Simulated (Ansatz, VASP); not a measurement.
**Two plane-wave programs on LiTi**

```
Li Ti
1.0
     0.00000    2.88625    2.88625
     2.88625    0.00000    2.88625
     2.88625    2.88625    0.00000
Li Ti
1 1
Direct
  0.25000 0.25000 0.25000
  0.00000 0.00000 0.00000
```

Change from the starting cell: species swapped into the CdS type (F-43m, No. 216).

Alike in both runs: functional PBE; k mesh 18 × 18 × 18; occupations gaussian, width 0.1 eV; collinear spin.

Ansatz relaxed the structure, and its values are those at the end. VASP's run is a single point on that final structure, the one shown.

|  | VASP | Ansatz |
| --- | --- | --- |
| version | VASP 6.6.1 | Ansatz 0.2.0 |
| potentials or method | VASP PAW PBE potentials, release 64 (Li_sv, Ti_sv), cutoff 520 eV | scalar-relativistic, plane waves, PAW |
| valence electrons in the cell | 15 | 15 |

Ansatz gave:

```
gap on the k mesh at the Fermi level (eV)                     : none
net moment per atom (μB)                                      : 1.31
size of the moment on the site where the two differ most (μB) : 1.60
```

Q: Estimate VASP's values.

A: gap on the k mesh at the Fermi level (eV): none; net moment per atom (μB): 1.31; size of the moment on the site where the two differ most (μB): 1.75.

Site moments also hang on the region over which each program counts them. A gap of «none» marks a metal or a gap that the smearing closes.

Noted on VASP's run: the cutoff is short for stress, so the pressure is rough.
